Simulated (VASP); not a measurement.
CoO, 2 atoms in the cell. It takes space group I4/mmm (No. 139, tetragonal). The conventional cell has a = 3.016 Å, b = 3.016 Å, c = 4.257 Å, α = 90.00°, β = 90.00°, γ = 90.00°. Within 2.8 Å of Co (site symmetry 4/mmm) lie 6 O at 2.13 Å. Within 2.8 Å of O (site symmetry 4/mmm) lie 6 Co at 2.13 Å.  This cell differs from its parent crystal: zz strain of +1 %.

```yaml
Program: VASP 6.6.1
Task: single point
Functional: PBE
Potentials_or_basis: VASP PAW PBE potentials, release 64 (Co, O)
Cutoff: 600 eV
k_mesh: 13 × 13 × 15
Occupations: fermi-dirac, width 0.03 eV
Spin: collinear spin, ferromagnetic start
Starting_moments: "[2.0, 0.0] μB"
Dipole_correction: no
Further_INCAR_settings: ALGO = Normal; EDIFF = 1e-06; NBANDS = 18; ISYM = 0
```

Potentials or basis: VASP PAW PBE potentials, release 64 (Co, O).

Command:

```console
$ cat potpaw_PBE.64/Co/POTCAR potpaw_PBE.64/O/POTCAR > POTCAR
$ mpirun -np 4 vasp_std > vasp.out
```

Hardware: 4 MPI ranks on Oxide Virtual Turin-like Processor, on a shared host.

**Question.** Estimate the wall time of this run.

**Answer.** It took 8.8 min on 4 MPI ranks on Oxide Virtual Turin-like Processor (shared host), peak memory 0.81 GiB a rank. Counts: scf iterations 18, k points 1268.
